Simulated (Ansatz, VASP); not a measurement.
# Al2Zn: VASP beside Ansatz

INCAR

```
PREC     = Accurate       # precision mode
ENCUT    = 520            # plane-wave cutoff, eV
EDIFF    = 1E-6           # SCF threshold, eV
ISMEAR   = 0              # smearing method
SIGMA    = 0.15           # smearing width, eV
LREAL    = False          # projectors in reciprocal space
LASPH    = True           # aspherical terms in the spheres
NELM     = 100            # most SCF steps
ALGO     = Fast           # electronic algorithm
ISIF     = 2              # what is computed and relaxed
LWAVE    = False          # write WAVECAR
LCHARG   = True           # write CHGCAR
GGA      = CA             # functional
LELF     = True           # ELF
LVHAR    = True         
NBANDS   = 16             # bands
```

The input KPOINTS:

```
regular mesh
0
Gamma
  18 18 6
```

The input POSCAR:

```
Al2Zn
1.0
    2.7699462163      0.0000000000      0.0000000000
   -1.3849731081      2.3988437904      0.0000000000
    0.0000000000      0.0000000000      6.8260673938
Al Zn
2 1
Direct
    0.3333333333      0.6666666667      0.3282219152
    0.6666666667      0.3333333333      0.6717780848
    0.0000000000      0.0000000000      0.0000000000
```

Input for Ansatz:

```yaml
crystal:
  lattice:
    - [2.7699462163, 0.0, 0.0]
    - [-1.3849731081, 2.3988437904, 0.0]
    - [0.0, 0.0, 6.8260673938]
  atoms:
    - { symbol: Al, position: [0.3333333333, 0.6666666667, 0.3282219152] }
    - { symbol: Al, position: [0.6666666667, 0.3333333333, 0.6717780848] }
    - { symbol: Zn, position: [0.0, 0.0, 0.0] }
basis:
  ecutwfc: 520.0
kpoints:
  mp_grid: { grid: [18, 18, 6] }
hamiltonian:
  xc: lda
  pseudopotentials: { kind: paw }
scf:
  occupations: { method: gaussian, width: 0.15 }
output:
  forces: true
  stress: true
  eigenvalues: true
  write_density: true
  write_potential: true
  elf: true
  volumetric_format: npy
```

Alike in both runs: task single point; functional LDA; k mesh 18 × 18 × 6; occupations gaussian, width 0.15 eV; no spin polarisation.

```csv
,VASP,Ansatz
version,VASP 6.6.1,Ansatz 0.2.0
potentials or method,"VASP PAW LDA potentials, release 64 (Al, Zn), cutoff 520 eV","scalar-relativistic, plane waves, PAW"
valence electrons in the cell,18,18
```

Ansatz gave:

```
gap on the k mesh at the Fermi level (eV)                     : none
pressure (GPa)                                                : 0.0
traceless stress, the component that is largest in VASP (GPa) : -0.10
rms of the force components (eV/Å)                            : 0.001
```

Which values does VASP return?

gap on the k mesh at the Fermi level (eV): none; pressure (GPa): 0.3; traceless stress, the component that is largest in VASP (GPa): -0.09; rms of the force components (eV/Å): 0.004.

LDA's correlation is that of Perdew and Zunger in VASP and of Perdew and Wang (1992) in Ansatz. Atom by atom the forces differ by 0.005 eV/Å (rms over components). A gap of «none» marks a metal or a gap that the smearing closes.
